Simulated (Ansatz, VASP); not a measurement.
## GaSb in VASP and in Ansatz

The input POSCAR:

```
GaSb
1.0
    0.0000000000      3.0353690050      3.0353690050
    3.0353690050      0.0000000000      3.0353690050
    3.0353690050      3.0353690050      0.0000000000
Ga Sb
1 1
Direct
    0.0000000000      0.0000000000      0.0000000000
    0.2500000000      0.2500000000      0.2500000000
```

Contents of INCAR.step1:

```
SYSTEM = GaSb
PREC = Accurate ; ENCUT = 550
ISMEAR = 0 ; SIGMA = 0.01
LREAL = .FALSE. ; LASPH = .TRUE.
NELM = 120 ; NBANDS = 16
GGA = PE ; ALGO = Normal
EDIFF = 1E-5 ; LWAVE = .TRUE.
LCHARG = .FALSE. ; GGA_COMPAT = .FALSE.
```

Contents of INCAR.step2:

```
SYSTEM = GaSb
PREC = Accurate ; ENCUT = 550
EDIFF = 1E-6 ; ISMEAR = 0
SIGMA = 0.01 ; LREAL = .FALSE.
LASPH = .TRUE. ; NELM = 120
ALGO = Normal ; ISIF = 2
LWAVE = .FALSE. ; LCHARG = .FALSE.
METAGGA = R2SCAN ; LMIXTAU = .TRUE.
NBANDS = 16 ; ISTART = 1
GGA_COMPAT = .FALSE.
```

Contents of KPOINTS:

```
Automatic mesh
0
G
  8 8 8
  0 0 0
```

Input for Ansatz:

```yaml
crystal:
  lattice:
    - [0.0, 3.0353690058, 3.0353690058]
    - [3.0353690058, 0.0, 3.0353690058]
    - [3.0353690058, 3.0353690058, 0.0]
  atoms:
    - { symbol: Ga, position: [0.0, 0.0, 0.0] }
    - { symbol: Sb, position: [0.25, 0.25, 0.25] }
basis:
  ecutwfc: 500
kpoints:
  mp_grid: { grid: [8, 8, 8] }
  band_path:
    path:
      - [0.0, 0.0, 0.0]
      - [0.0, 0.0, 0.0]
      - [0.0, 0.0, 0.0]
      - [0.0, 0.0, 0.0]
      - [0.0, 0.0, 0.0]
      - [0.0, 0.0, 0.0]
      - [0.0, 0.0, 0.0]
      - [0.0, 0.0, 0.0]
      - [0.0, 0.0, 0.0]
      - [0.0, 0.0, 0.0]
      - [0.0, 0.0, 0.0]
      - [0.0, 0.0, 0.0]
      - [0.0, 0.0, 0.0]
      - [0.0, 0.0, 0.0]
      - [0.0, 0.0, 0.0]
      - [0.0, 0.0, 0.0]
      - [0.0, 0.0, 0.0]
      - [0.0, 0.0, 0.0]
      - [0.0, 0.0, 0.0]
      - [0.0, 0.0, 0.0]
      - [0.0, 0.0, 0.0]
      - [0.0, 0.0, 0.0]
      - [0.0, 0.0, 0.0]
      - [0.0, 0.0, 0.0]
      - [0.0, 0.0, 0.0]
      - [0.0, 0.0, 0.0]
      - [0.3, 0.3, 0.0]
      - [0.3166666667, 0.3166666667, 0.0]
      - [0.3333333333, 0.3333333333, 0.0]
      - [0.35, 0.35, 0.0]
      - [0.3666666667, 0.3666666667, 0.0]
      - [0.3833333333, 0.3833333333, 0.0]
      - [0.4, 0.4, 0.0]
      - [0.4166666667, 0.4166666667, 0.0]
      - [0.4333333333, 0.4333333333, 0.0]
      - [0.45, 0.45, 0.0]
      - [0.4666666667, 0.4666666667, 0.0]
      - [0.4833333333, 0.4833333333, 0.0]
      - [0.5, 0.5, 0.0]
      - [0.5, 0.5, 0.5]
      - [0.5, 0.5, 0.5]
      - [0.5, 0.5, 0.5]
      - [0.5, 0.5, 0.5]
      - [0.5, 0.5, 0.5]
      - [0.5, 0.5, 0.5]
      - [0.5, 0.5, 0.5]
      - [0.5, 0.5, 0.5]
      - [0.5, 0.5, 0.5]
      - [0.5, 0.5, 0.5]
      - [0.5, 0.5, 0.5]
      - [0.5, 0.5, 0.5]
      - [0.5, 0.5, 0.5]
    npoints: 1
hamiltonian:
  xc: r2scan
  pseudopotentials: { kind: paw }
scf:
  occupations: { method: fixed }
  n_extra_bands: 5
output:
  eigenvalues: true
```

Alike in both runs: task single point; functional r2SCAN; k mesh 8 × 8 × 8; no spin polarisation.

|  | VASP | Ansatz |
| --- | --- | --- |
| version | VASP 6.6.1 | Ansatz 0.2.0 |
| potentials or method | VASP PAW PBE potentials, release 64 (Ga_d, Sb), cutoff 550 eV | scalar-relativistic, plane waves, PAW |
| occupations | gaussian, width 0.01 eV | fixed |
| valence electrons in the cell | 18 | 28 |

|  | VASP | Ansatz | Ansatz less VASP |
| --- | --- | --- | --- |
| gap on the k mesh at the Fermi level (eV) | 0.63 | 0.64 | +0.016 |
| least direct gap on the mesh (eV) | 0.63 | 0.64 | +0.016 |

VASP's potentials were made for PBE, not for r2SCAN. VASP's potentials hold 18 valence electrons a cell and Ansatz's 28, so a difference there can come from the potentials and not from the codes.

Spin-orbit coupling is off throughout.
